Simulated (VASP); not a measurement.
# Ta (Im-3m) in VASP: a series of runs

Runs on Ta. Level: PBEsol. Tasks: single point.

Program: VASP 6.6.1. These are calculated values, not measurements. Logs are shortened: lines on timing, memory, paths and dates and some standing lists are left out, and cuts for length are marked.

## Step 1: The cell of the first run

The structure is cubic, space group Im-3m (No. 229). Conventional cell: a = 3.239 Å, b = 3.239 Å, c = 3.239 Å, α = 90.00°, β = 90.00°, γ = 90.00°. Within 3.7 Å of Ta (site symmetry m-3m) lie 14 Ta at 2.81 to 3.24 Å.

## Step 2: Single point, PBEsol (volume scaled by 0.96)

The input, INCAR:

```
PREC = Accurate
ENCUT = 520
EDIFF = 1E-6
ISMEAR = -1
SIGMA = 0.1
LREAL = F
LASPH = T
NELM = 100
ALGO = Normal
ISIF = 2
LWAVE = F
LCHARG = F
GGA = PS
NBANDS = 12
```

The input, KPOINTS:

```
regular mesh
0
Gamma
  22 22 22
```

The input, POSCAR:

```
Ta
1.0
   -1.6197170869      1.6197170869      1.6197170869
    1.6197170869     -1.6197170869      1.6197170869
    1.6197170869      1.6197170869     -1.6197170869
Ta
1
Direct
    0.0000000000      0.0000000000      0.0000000000
```

Potentials or basis: VASP PAW PBE potentials, release 64 (Ta_pv).

On the command line:

```
cat potpaw_PBE.64/Ta_pv/POTCAR > POTCAR
mpirun -np 1 vasp_std > vasp.out
```

OUTCAR:

```text
PREC = Accurate
   ENCUT = 520
   EDIFF = 1E-6
   ISMEAR = -1
   LREAL = F
   LASPH = T
   NELM = 100
   ISIF = 2
   GGA = PS

 ion  position               nearest neighbor table
   1  0.000  0.000  0.000-

  LATTYP: Found a body centered cubic cell.
 ALAT       =     3.2394341738

  Lattice vectors:

 A1 = (  -1.6197170869,   1.6197170869,   1.6197170869)
 A2 = (   1.6197170869,  -1.6197170869,   1.6197170869)
 A3 = (   1.6197170869,   1.6197170869,  -1.6197170869)

Analysis of symmetry for initial positions (statically):
=====================================================================
 Subroutine PRICEL returns:
 Original cell was already a primitive cell.

 Routine SETGRP: Setting up the symmetry group for a
 body centered cubic supercell.

 Subroutine GETGRP returns: Found 48 space group operations
 (whereof 48 operations were pure point group operations)
 out of a pool of 48 trial point group operations.

The static configuration has the point symmetry O_h .

Analysis of symmetry for dynamics (positions and initial velocities):
=====================================================================
 Subroutine PRICEL returns:
 Original cell was already a primitive cell.

 Routine SETGRP: Setting up the symmetry group for a
 body centered cubic supercell.

 Subroutine GETGRP returns: Found 48 space group operations
 (whereof 48 operations were pure point group operations)
 out of a pool of 48 trial point group operations.

The dynamic configuration has the point symmetry O_h .

 Subroutine INISYM returns: Found 48 space group operations
 (whereof 48 operations are pure point group operations),
 and found     1 'primitive' translations

----------------------------------------------------------------------------------------

                                     Primitive cell

  volume of cell :      16.9972

  direct lattice vectors                    reciprocal lattice vectors
    -1.619717087  1.619717087  1.619717087     0.000000000  0.308695885  0.308695885
     1.619717087 -1.619717087  1.619717087     0.308695885  0.000000000  0.308695885
     1.619717087  1.619717087 -1.619717087     0.308695885  0.308695885  0.000000000

  length of vectors
     2.805432288  2.805432288  2.805432288     0.436561908  0.436561908  0.436561908

  position of ions in fractional coordinates (direct lattice)
     0.000000000  0.000000000  0.000000000

  ion indices of the primitive-cell ions
   primitive index   ion index
                 1           1

----------------------------------------------------------------------------------------

 KPOINTS: regular mesh

Automatic generation of k-mesh.
 Grid dimensions read from file:
 generate k-points for:   22   22   22

 Generating k-lattice:

  Cartesian coordinates                     Fractional coordinates (reciprocal lattice)
     0.000000000  0.014031631  0.014031631     0.045454545  0.000000000  0.000000000
     0.014031631  0.000000000  0.014031631     0.000000000  0.045454545  0.000000000
     0.014031631  0.014031631  0.000000000     0.000000000  0.000000000  0.045454545

  Length of vectors
     0.019843723  0.019843723  0.019843723

  Shift w.r.t. Gamma in fractional coordinates (k-lattice)
     0.000000000  0.000000000  0.000000000

 Subroutine IBZKPT returns following result:
 ===========================================

 Found    328 irreducible k-points:

 Following reciprocal coordinates:
            Coordinates               Weight
  0.000000  0.000000  0.000000      1.000000
  0.045455  0.000000  0.000000     12.000000
  0.090909  0.000000  0.000000     12.000000
  0.136364  0.000000  0.000000     12.000000
  0.181818  0.000000  0.000000     12.000000
  0.227273  0.000000  0.000000     12.000000
[... 16 lines left out ...]
  0.090909  0.090909  0.000000     24.000000
  0.136364  0.090909  0.000000     48.000000
 [... further k-points ...]
   k-points           NKPTS =    328   k-points in BZ     NKDIM =    328   number of bands    NBANDS=     12
   number of dos      NEDOS =    301   number of ions     NIONS =      1
   total plane-waves  NPLWV =  13824
   dimension x,y,z NGX =    24 NGY =   24 NGZ =   24
   dimension x,y,z NGXF=    48 NGYF=   48 NGZF=   48
   ions per type =               1
   NGX,Y,Z   is equivalent  to a cutoff of  14.22, 14.22, 14.22 a.u.
   NGXF,Y,Z  is equivalent  to a cutoff of  28.44, 28.44, 28.44 a.u.
 SYSTEM =  unknown system
   PREC   = accura    normal or accurate (medium, high low for compatibility)
   ISTART =      0    job   : 0-new  1-cont  2-samecut
   ICHARG =      2    charge: 1-file 2-atom 10-const
   ISPIN  =      1    spin polarized calculation?
   LNONCOLLINEAR =      F non collinear calculations
   LSORBIT =      F    spin-orbit coupling
   LASPH  =      T    aspherical Exc in radial PAW
   ENCUT  =  520.0 eV  38.22 Ry    6.18 a.u.   5.22  5.22  5.22*2*pi/ulx,y,z
   NELM   =    100;   NELMIN=  2; NELMDL= -5     # of ELM steps
   EDIFF  = 0.1E-05   stopping-criterion for ELM
   LREAL  =      F    real-space projection
   EDIFFG = 0.1E-04   stopping-criterion for IOM
   NSW    =      0    number of steps for IOM
   IBRION =     -1    ionic relax: 0-MD 1-quasi-New 2-CG
   NFREE  =      0    steps in history (QN), initial steepest desc. (CG)
   ISIF   =      2    stress and relaxation
   ISYM   =      2    0-nonsym 1-usesym 2-fastsym
   POTIM  = 0.5000    time-step for ionic-motion
   TEBEG  =    0.0;   TEEND  =   0.0 temperature during run
   PSTRESS=    0.0 pullay stress
   NELECT =      11.0000    total number of electrons
   NUPDOWN=      -1.0000    fix difference up-down
   EMIN   =  10.00;   EMAX   =-10.00  energy-range for DOS
   EFERMI =   0.00;   METHOD = LEGACY
   ISMEAR =    -1;   SIGMA  =   0.10  broadening in eV -4-tet -1-fermi 0-gaus
   EFERMI_NEDOS =   21; number of points for ismear=-14 and -15
   IALGO  =     38    algorithm
   IMIX   =      4    mixing-type and parameters
     AMIX     =   0.40;   BMIX     =  1.00
     AMIX_MAG =   1.60;   BMIX_MAG =  1.00
  volume/ion in A,a.u.               =      17.00       114.70
  Fermi-wavevector in a.u.,A,eV,Ry     =   1.416054  2.675955 27.282534  2.005210
  Thomas-Fermi vector in A             =   2.537429
   LORBIT       =      0    0 simple, 1 ext, 2 COOP (PROOUT), +10 PAW based schemes
   GGA     = PS    functional components
   LHFCALC =     F    Hartree Fock is set to
   AEXX    =    0.0000 exact exchange contribution
   IVDW    =     0    specifies the selected vdW correction
   LEPSILON=     F    determine dielectric tensor
   LRPA    =     F    only Hartree local field effects (RPA)
 non-spin polarized calculation
  energy-cutoff  :      520.00
  volume of cell :       17.00
 maximum number of plane-waves:       470
 NGX is ok and might be reduce to    24
   NGX = 11   NGY = 11   NGZ = 11

 number of electron      10.9999999 magnetization

 Free energy of the ion-electron system (eV)
  ---------------------------------------------------
  ext. energy  EPLUGINS =         0.00000000
  ---------------------------------------------------
  free energy    TOTEN  =       -12.55288663 eV

  energy without entropy =      -12.51166331  energy(sigma->0) =      -12.53227497

 E-fermi :   5.8039     XC(G=0): -13.0277

 val. band max:        5.7976291406   @ k =  -0.1364   0.2273   0.0455
 cond. band min:       5.8040861099   @ k =  -0.1364   0.2273   0.0455
 fundamental gap:      0.0064569693
 Fermi energy:         5.8038834587

 k-point     1 :       0.0000    0.0000    0.0000
  band No.  band energies     occupation
      1     -26.9912      2.00000
      2     -26.9912      2.00000
      3     -26.9912      2.00000
      4      -2.3514      2.00000
      5       6.5144      0.00164
      6       6.5144      0.00164
      7       6.5144      0.00164
      8       9.9952      0.00000
      9       9.9952      0.00000
     10      20.6643      0.00000
     11      21.1124      0.00000
     12      21.1124      0.00000

 k-point     2 :       0.0455    0.0000    0.0000
  band No.  band energies     occupation
      1     -27.0231      2.00000
      2     -27.0008      2.00000
      3     -26.9914      2.00000
      4      -2.2510      2.00000
      5       6.4479      0.00319
      6       6.4969      0.00195
      7       6.6126      0.00061
      8       9.8808      0.00000
      9       9.9946      0.00000
     10      20.6643      0.00000
     11      21.2064      0.00000
     12      21.2866      0.00000

 k-point     3 :       0.0909    0.0000    0.0000
  band No.  band energies     occupation
      1     -27.1156      2.00000
      2     -27.0288      2.00000
      3     -26.9920      2.00000
      4      -1.9575      2.00000
      5       6.2600      0.02069
      6       6.4281      0.00388
      7       6.9050      0.00003
      8       9.6126      0.00000
      9       9.9968      0.00000
     10      20.6639      0.00000
     11      21.4619      0.00000
     12      21.7966      0.00000
[... 286 lines left out ...]
 k-point    23 :       0.0909    0.0909    0.0000
  band No.  band energies     occupation
      1     -27.3378      2.00000
      2     -27.0708      2.00000
      3     -27.0216      2.00000
      4      -1.2261      2.00000
      5       5.9250      0.45889
      6       6.0350      0.18034
      7       7.7317      0.00000
      8       9.1296      0.00000
      9      10.1520      0.00000
     10      20.6629      0.00000
     11      22.0135      0.00000
     12      23.0135      0.00000

 k-point    24 :       0.1364    0.0909    0.0000
  band No.  band energies     occupation
      1     -27.5015      2.00000
      2     -27.1234      2.00000
      3     -27.0311      2.00000
      4      -0.6486      2.00000
      5       5.6233      1.71761
      6       5.7680      1.17747
      7       8.4164      0.00000
      8       8.9806      0.00000
      9      10.2871      0.00000
     10      20.6614      0.00000
     11      22.3705      0.00000
     12      23.3790      0.00000

 [... further k-points ...]

------------------------ aborting loop because EDIFF is reached ----------------------------------------

  FORCE on cell =-STRESS in cart. coord.  units (eV):
  Direction    XX          YY          ZZ          XY          YZ          ZX
  --------------------------------------------------------------------------------------
  -------------------------------------------------------------------------------------
  Total        0.9578751      0.9578751      0.9578751      0.0000000      0.0000000      0.0000000
  in kB       90.2904888     90.2904888     90.2904888      0.0000000      0.0000000      0.0000000
  external PRESSURE =      90.2904888 kB  Pullay stress =       0.0000000 kB

 VOLUME and BASIS-vectors are now :
 -----------------------------------------------------------------------------
  energy-cutoff  :      520.00
  volume of cell :       17.00
      direct lattice vectors                 reciprocal lattice vectors
    -1.619717087  1.619717087  1.619717087     0.000000000  0.308695885  0.308695885
     1.619717087 -1.619717087  1.619717087     0.308695885  0.000000000  0.308695885
     1.619717087  1.619717087 -1.619717087     0.308695885  0.308695885  0.000000000

 POSITION                                       TOTAL-FORCE (eV/Angst)
 -----------------------------------------------------------------------------------
      0.00000      0.00000      0.00000         0.000000     -0.000000      0.000000
 -----------------------------------------------------------------------------------
    total drift:                                0.000000      0.000000     -0.000000

  FREE ENERGIE OF THE ION-ELECTRON SYSTEM (eV)
  ---------------------------------------------------
  free  energy   TOTEN  =       -12.5528866278 eV

  energy  without entropy=      -12.5116633129  energy(sigma->0) =      -12.53227497
```

Run time: 17 s. Hardware: 1 thread of Intel Xeon 6975P-C (Granite Rapids), shared host; peak memory 0.19 GiB.

Results:

```
Free energy : -12.5529 eV
Pressure    : 9.0 GPa
```

Caveat: the cell differs from its parent crystal (volume scaled by 0.96); the PAW data sets were made with another functional, which shifts forces and pressure a little; spin-orbit coupling is left out, which moves the levels of the heavy elements.

## Step 3: Single point, PBEsol

This run uses another cell than the first one, of 17.71 Å³/atom, 1.042 times its volume.

INCAR is that of step 2.

The input, KPOINTS:

```
Automatic mesh
0
Gamma
  22 22 22
```

The input, POSCAR:

```
Ta
1.0
   -1.6419077497      1.6419077497      1.6419077497
    1.6419077497     -1.6419077497      1.6419077497
    1.6419077497      1.6419077497     -1.6419077497
Ta
1
Direct
    0.0000000000      0.0000000000      0.0000000000
```

Potentials or basis: VASP PAW PBE potentials, release 64 (Ta_pv).

On the command line:

```
cat potpaw_PBE.64/Ta_pv/POTCAR > POTCAR
mpirun -np 1 vasp_std > vasp.out
```

Run time: 18 s. Hardware: 1 thread of Intel Xeon 6975P-C (Granite Rapids), shared host; peak memory 0.19 GiB.

It converged, with:

| Quantity | Value |
| --- | --- |
| Free energy | -12.5723 eV |
| Pressure | -0.1 GPa |

Levels at points of the mesh, in eV from the Fermi level:
```
           k point  band 2  band 3  band 4  band 5  band 6  band 7  band 8  band 9  band 10  band 11
(0.00, 0.00, 0.00)  -32.96  -32.96   -8.00    0.71    0.71    0.71    4.05    4.05    14.72    15.12
(0.50, 0.00, 0.00)  -33.36  -32.97   -4.47   -1.61    1.68    3.94    4.99    7.97    11.98    12.04
(0.50, 0.50, 0.50)  -33.83  -33.83   -3.92   -3.92    6.98    6.98    6.98    8.81     8.81     8.81
```

Caveat: the PAW data sets were made with another functional, which shifts forces and pressure a little; spin-orbit coupling is left out, which moves the levels of the heavy elements.

## Step 4: Single point, PBEsol (volume scaled by 1.04)

The input, INCAR:

```
PREC     = Accurate       # precision mode
ENCUT    = 520            # plane-wave cutoff, eV
EDIFF    = 1E-7           # SCF threshold, eV
ISMEAR   = -1             # smearing method
SIGMA    = 0.1            # smearing width, eV
LREAL    = F              # projectors in reciprocal space
LASPH    = T              # aspherical terms in the spheres
NELM     = 80             # most SCF steps
ALGO     = Normal         # electronic algorithm
ISIF     = 2              # what is computed and relaxed
LWAVE    = F              # write WAVECAR
LCHARG   = F              # write CHGCAR
GGA      = PS             # functional
NBANDS   = 12             # bands
```

The input, KPOINTS:

```
regular mesh
0
Gamma
  22 22 22
```

The input, POSCAR:

```
Ta
1.0
   -1.6635142768      1.6635142768      1.6635142768
    1.6635142768     -1.6635142768      1.6635142768
    1.6635142768      1.6635142768     -1.6635142768
Ta
1
Direct
    0.0000000000      0.0000000000      0.0000000000
```

Potentials or basis: VASP PAW PBE potentials, release 64 (Ta_pv).

On the command line:

```
cat potpaw_PBE.64/Ta_pv/POTCAR > POTCAR
mpirun -np 1 vasp_std > vasp.out
```

OUTCAR:

```text
PREC = Accurate
   ENCUT = 520
   EDIFF = 1E-7
   ISMEAR = -1
   LREAL = F
   LASPH = T
   NELM = 80
   ISIF = 2
   GGA = PS

 ion  position               nearest neighbor table
   1  0.000  0.000  0.000-

  LATTYP: Found a body centered cubic cell.
 ALAT       =     3.3270285536

  Lattice vectors:

 A1 = (  -1.6635142768,   1.6635142768,   1.6635142768)
 A2 = (   1.6635142768,  -1.6635142768,   1.6635142768)
 A3 = (   1.6635142768,   1.6635142768,  -1.6635142768)

[... 528 lines left out ...]
      3     -27.9994      2.00000
      4      -1.1382      2.00000
      5       5.0655      1.41026
      6       5.1948      0.79273
      7       7.5704      0.00000
      8       8.1539      0.00000
      9       9.3080      0.00000
     10      19.7249      0.00000
     11      21.1616      0.00000
     12      21.9467      0.00000

 [... further k-points ...]
[... 5 lines left out ...]
  --------------------------------------------------------------------------------------
  -------------------------------------------------------------------------------------
  Total       -0.8770672     -0.8770672     -0.8770672      0.0000000      0.0000000      0.0000000
  in kB      -76.3139351    -76.3139351    -76.3139351      0.0000000      0.0000000      0.0000000
  external PRESSURE =     -76.3139351 kB  Pullay stress =       0.0000000 kB

 VOLUME and BASIS-vectors are now :
 -----------------------------------------------------------------------------
  energy-cutoff  :      520.00
  volume of cell :       18.41
      direct lattice vectors                 reciprocal lattice vectors
    -1.663514277  1.663514277  1.663514277     0.000000000  0.300568505  0.300568505
     1.663514277 -1.663514277  1.663514277     0.300568505  0.000000000  0.300568505
     1.663514277  1.663514277 -1.663514277     0.300568505  0.300568505  0.000000000

 POSITION                                       TOTAL-FORCE (eV/Angst)
 -----------------------------------------------------------------------------------
      0.00000      0.00000      0.00000        -0.000000      0.000000      0.000000
 -----------------------------------------------------------------------------------
    total drift:                               -0.000000      0.000000      0.000000

  FREE ENERGIE OF THE ION-ELECTRON SYSTEM (eV)
  ---------------------------------------------------
  free  energy   TOTEN  =       -12.5549267122 eV

  energy  without entropy=      -12.5101089828  energy(sigma->0) =      -12.53251785
```

OSZICAR:

```text
N       E                     dE             d eps       ncg     rms          rms(c)
DAV:   1     0.599380893306E+02    0.59938E+02   -0.60829E+03  7904   0.873E+02
DAV:   2    -0.120867792592E+02   -0.72025E+02   -0.70191E+02  8756   0.245E+02
DAV:   3    -0.130842672641E+02   -0.99749E+00   -0.98902E+00  9344   0.272E+01
DAV:   4    -0.130869834962E+02   -0.27162E-02   -0.27158E-02  8836   0.157E+00
DAV:   5    -0.130869925063E+02   -0.90100E-05   -0.90099E-05  9344   0.864E-02    0.133E+01
DAV:   6    -0.126764223317E+02    0.41057E+00   -0.32738E-01  9380   0.603E+00    0.631E+00
DAV:   7    -0.125564083900E+02    0.12001E+00   -0.27901E-01  9152   0.511E+00    0.362E-01
DAV:   8    -0.125549711341E+02    0.14373E-02   -0.86838E-03  8644   0.768E-01    0.140E-01
DAV:   9    -0.125549303498E+02    0.40784E-04   -0.14142E-04  9180   0.120E-01    0.233E-02
DAV:  10    -0.125549266832E+02    0.36666E-05   -0.35658E-06  8784   0.198E-02    0.262E-03
DAV:  11    -0.125549267122E+02   -0.28949E-07   -0.16184E-07  7448   0.447E-03
   1 F= -.12554927E+02 E0= -.12532518E+02  d E =-.448177E-01
```

Wall time 20 s (1 thread of Intel Xeon 6975P-C (Granite Rapids), shared host); peak memory 0.2 GiB.

Results:

```
Free energy : -12.5549 eV
Pressure    : -7.6 GPa
```

Caveat: the cell differs from its parent crystal (volume scaled by 1.04); the PAW data sets were made with another functional, which shifts forces and pressure a little; spin-orbit coupling is left out, which moves the levels of the heavy elements.

[end of part 1 of 2]
